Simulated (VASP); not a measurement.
A run of VASP 6.6.1:

The input POSCAR:

```
Na
1.0
    3.7003831212      0.0000000000      0.0000000000
   -1.8501915606      3.2046257867      0.0000000000
    0.0000000000      0.0000000000     12.5373215400
Na
4
Direct
    0.6666666667      0.3333333333      0.7500000000
    0.0000000000      0.0000000000      0.5000000000
    0.3333333333      0.6666666667      0.2500000000
    0.0000000000      0.0000000000      0.0000000000
```

The input INCAR.step1:

```
SYSTEM = Na
ALGO = Normal ; EDIFF = 1E-4
ENCUT = 520 ; GGA = PE
ISMEAR = -1 ; LASPH = .True.
LCHARG = .False. ; LREAL = .False.
LWAVE = .True. ; NBANDS = 22
NELM = 80 ; PREC = Accurate
SIGMA = 0.05
```

File INCAR.step2:

```
SYSTEM = Na
ALGO = Normal ; EDIFF = 1E-6
ENCUT = 520 ; ISIF = 2
ISMEAR = -1 ; ISTART = 1
LASPH = .True. ; LCHARG = .True.
LELF = .True. ; LMIXTAU = .True.
LREAL = .False. ; LVHAR = .True.
LWAVE = .False. ; METAGGA = R2SCAN
NBANDS = 22 ; NELM = 80
PREC = Accurate ; SIGMA = 0.05
```

Contents of KPOINTS:

```
k-points
0
Gamma
  5 5 2
  0 0 0
```

Potentials or basis: VASP PAW PBE potentials, release 64 (Na_pv).

The run is started by

```console
$ cat potpaw_PBE.64/Na_pv/POTCAR > POTCAR
$ cp INCAR.step1 INCAR
$ mpirun -np 1 vasp_std > vasp.out
$ cp INCAR.step2 INCAR
$ mpirun -np 1 vasp_std > vasp.out
```

Hardware: 1 thread of Intel(R) Xeon(R) 6975P-C (Granite Rapids) (shared host).

Estimate the wall time of this run.

It took 64 s on 1 thread of Intel(R) Xeon(R) 6975P-C (Granite Rapids), on a shared host, peak memory 0.26 GiB. Counts: k points 10.
